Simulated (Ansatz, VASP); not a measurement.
Given: the input of a run of Ansatz 0.2.0 on Gd.

The input input.yaml:

```yaml
crystal:
  lattice:
    - [3.636, 0.0, 0.0]
    - [-1.818, 3.1488683682, 0.0]
    - [0.0, 0.0, 5.7826]
  atoms:
    - { symbol: Gd, position: [0.6666666667, 0.3333333333, 0.75], spin: 7.0 }
    - { symbol: Gd, position: [0.3333333333, 0.6666666667, 0.25], spin: 7.0 }
hamiltonian:
  xc: pbe
  pseudopotentials: { kind: paw }
magnetization:
  spin_polarized: true
kpoints:
  mp_grid: { grid: [8, 8, 5] }
scf:
  occupations: { method: gaussian, width: 0.017 }
output:
  forces: true
  stress: true
  eigenvalues: true
```

Potentials or basis: Ansatz PAW.

Launch:

```console
$ ansatz run input.yaml --threads 2 --pin off --max-ram 5632MiB --backend cpu --events-out ev --progress --plain --runs-dir out
```

Problem. Set up the same calculation for VASP 6.6.1. Potentials there: VASP PAW PBE potentials, release 64 (Gd).

Solution. As run (the cutoff follows the program's own potentials):

Contents of INCAR:

```
PREC     = Accurate       # precision mode
ENCUT    = 520            # plane-wave cutoff, eV
EDIFF    = 1E-6           # SCF threshold, eV
ISMEAR   = 0              # smearing method
SIGMA    = 0.017          # smearing width, eV
LREAL    = F              # projectors in reciprocal space
LASPH    = T              # aspherical terms in the spheres
NELM     = 150            # most SCF steps
ALGO     = Normal         # electronic algorithm
ISIF     = 2              # what is computed and relaxed
LWAVE    = F              # write WAVECAR
LCHARG   = T              # write CHGCAR
ISPIN    = 2              # spin polarisation
MAGMOM   = 7 7            # initial moments
LORBIT   = 11             # projections on sites
LMAXMIX  = 6              # l up to which the mixer works
GGA      = PE             # functional
LELF     = T              # ELF
LVHAR    = T            
NBANDS   = 29             # bands
```

Contents of KPOINTS:

```
Automatic mesh
0
Gamma
  8 8 5
```

POSCAR

```
Gd
1.0
    3.6360000000      0.0000000000      0.0000000000
   -1.8180000000      3.1488683682      0.0000000000
    0.0000000000      0.0000000000      5.7826000000
Gd
2
Direct
    0.6666666667      0.3333333333      0.7500000000
    0.3333333333      0.6666666667      0.2500000000
```

Potentials or basis: VASP PAW PBE potentials, release 64 (Gd).

The run is started by

```console
$ cat potpaw_PBE.64/Gd/POTCAR > POTCAR
$ mpirun -np 1 vasp_std > vasp.out
```

Both were run:

|  | VASP | Ansatz | Ansatz less VASP |
| --- | --- | --- | --- |
| gap on the k mesh at the Fermi level (eV) | none | none | - |
| pressure (GPa) | 0.5 | 0.6 | +0.05 |
| traceless stress, the component that is largest in VASP (GPa) | 0.23 | 0.25 | +0.025 |
| net moment per atom (μB) | 7.60 | 7.59 | -0.001 |
| size of the moment on the site where the two differ most (μB) | 6.98 | 7.33 | +0.346 |

Site moments also hang on the region over which each program counts them. A gap of «none» marks a metal or a gap that the smearing closes. The functional is the same, so the differences come from potentials, cutoffs and numerics.

Spin-orbit coupling is off throughout.
